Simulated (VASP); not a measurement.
Write the native input for VASP 6.6.1 that does the following.

```
Task                   : single point
Functional             : PBE
Dispersion             : D4
Potentials or basis    : VASP PAW PBE potentials, release 64 (Pb_d, F)
Cutoff                 : 520 eV
k mesh                 : 6 × 6 × 6
Occupations            : gaussian, width 0.01 eV
Spin                   : no spin polarisation
Dipole correction      : no
Further INCAR settings : ALGO = Normal; EDIFF = 1e-06; NBANDS = 21
```

The structure of PbF2 lies in POSCAR:

```
PbF2
1.0
    0.0000000000      2.9604390429      2.9604390429
    2.9604390429      0.0000000000      2.9604390429
    2.9604390429      2.9604390429      0.0000000000
Pb F
1 2
Direct
    0.0000000000      0.0000000000      0.0000000000
    0.2500000000      0.2500000000      0.2500000000
    0.7500000000      0.7500000000      0.7500000000
```

The input as run:

INCAR

```
SYSTEM = PbF2
PREC = Accurate
ENCUT = 520
EDIFF = 1E-6
ISMEAR = 0
SIGMA = 0.01
LREAL = .FALSE.
LASPH = .TRUE.
NELM = 100
ALGO = Normal
ISIF = 2
LWAVE = .FALSE.
LCHARG = .FALSE.
GGA = PE
IVDW = 13
NBANDS = 21
```

KPOINTS

```
regular mesh
0
G
  6 6 6
  0 0 0
```

Potentials or basis: VASP PAW PBE potentials, release 64 (Pb_d, F).

Command:

```bash
$ cat potpaw_PBE.64/Pb_d/POTCAR potpaw_PBE.64/F/POTCAR > POTCAR
$ mpirun -np 1 vasp_std > vasp.out
```

It gave:

```
Pressure                   : 3.9 GPa
Band gap on the k mesh     : 4.44 eV, indirect (least direct gap 4.56 eV)
Dispersion energy per atom : -0.182 eV
```

Caveat: spin-orbit coupling is left out, which moves the levels of the heavy elements.

Run time: 20 s on 1 thread of AMD EPYC 7R13 Processor (Zen 3), with other jobs on the host, peak memory 0.15 GiB.
